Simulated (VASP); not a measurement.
Here is a VASP 6.6.1 calculation.

The input INCAR:

```
SYSTEM = Sb
ALGO = Normal
EDIFF = 1E-7
ENCUT = 520
GGA = CA
ISIF = 2
ISMEAR = -1
LASPH = .True.
LCHARG = .False.
LREAL = .False.
LWAVE = .False.
NBANDS = 8
NELM = 60
PREC = Accurate
SIGMA = 0.05
```

KPOINTS

```
k-points
0
Gamma
  10 10 10
  0 0 0
```

Contents of POSCAR:

```
Sb
1.0
   -1.9080431628      1.9080431628      1.9080431628
    1.9080431628     -1.9080431628      1.9080431628
    1.9080431628      1.9080431628     -1.9080431628
Sb
1
Direct
    0.0000000000      0.0000000000      0.0000000000
```

Potentials or basis: VASP PAW LDA potentials, release 64 (Sb).

Launch:

```sh
$ cat potpaw_LDA.64/Sb/POTCAR > POTCAR
$ mpirun -np 1 vasp_std > vasp.out
```

Q: Predict the pressure.

A: -4.5 GPa.
